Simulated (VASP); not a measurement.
Write the native input for VASP 6.6.1 that does the following.

```yaml
Task: single point
Functional: PBE
Potentials_or_basis: VASP PAW PBE potentials, release 64 (Si, O)
Cutoff: 520 eV
k_mesh: 6 × 6 × 4
Occupations: gaussian, width 0.05 eV
Spin: no spin polarisation
Dipole_correction: no
Further_INCAR_settings: ALGO = Normal; EDIFF = 1e-07; NBANDS = 34
```

The structure of SiO2 lies in POSCAR:

```
SiO2
1.0
    4.9007002161      0.0000000000      0.0000000000
   -2.4503501080      4.2441308835      0.0000000000
    0.0000000000      0.0000000000      5.3612984877
Si O
3 6
Direct
    0.5000000000      0.0000000000      0.0000000000
    0.5000000000      0.5000000000      0.3333333333
    0.0000000000      0.5000000000      0.6666666667
    0.4159266453      0.2079633227      0.1666666667
    0.2079633227      0.4159266453      0.5000000000
    0.7920366773      0.2079633227      0.8333333333
    0.5840733547      0.7920366773      0.1666666667
    0.7920366773      0.5840733547      0.5000000000
    0.2079633227      0.7920366773      0.8333333333
```

This cell differs from its parent crystal: strain -0.040 along x and y, -0.040 along z.

These files were run (other wordings do the same):

INCAR

```
SYSTEM = SiO2
  PREC = Accurate
  ENCUT = 520
  EDIFF = 1E-7
  ISMEAR = 0
  SIGMA = 0.05
  LREAL = .FALSE.
  LASPH = .TRUE.
  NELM = 60
  ALGO = Normal
  ISIF = 2
  LWAVE = .FALSE.
  LCHARG = .FALSE.
  GGA = PE
  NBANDS = 34
```

KPOINTS

```
regular mesh
0
G
  6 6 4
  0 0 0
```

Potentials or basis: VASP PAW PBE potentials, release 64 (Si, O).

The run is started by

```console
$ cat potpaw_PBE.64/Si/POTCAR potpaw_PBE.64/O/POTCAR > POTCAR
$ mpirun -np 1 vasp_std > vasp.out
```

Results of the run:

```
Pressure               : 27.4 GPa
Largest force          : 1.068 eV/Å
Band gap on the k mesh : 6.18 eV (least direct gap 6.39 eV)
```

Caveat: the cell differs from its parent crystal (strain -0.040 along x and y, -0.040 along z); the cell stands under pressure; forces of over 1 eV/Å act on the atoms, so gaps and moduli don't describe the material at rest.

Run time: 36 s on 1 thread of Intel(R) Xeon(R) 6975P-C (Granite Rapids) (shared host), peak memory 0.23 GiB.
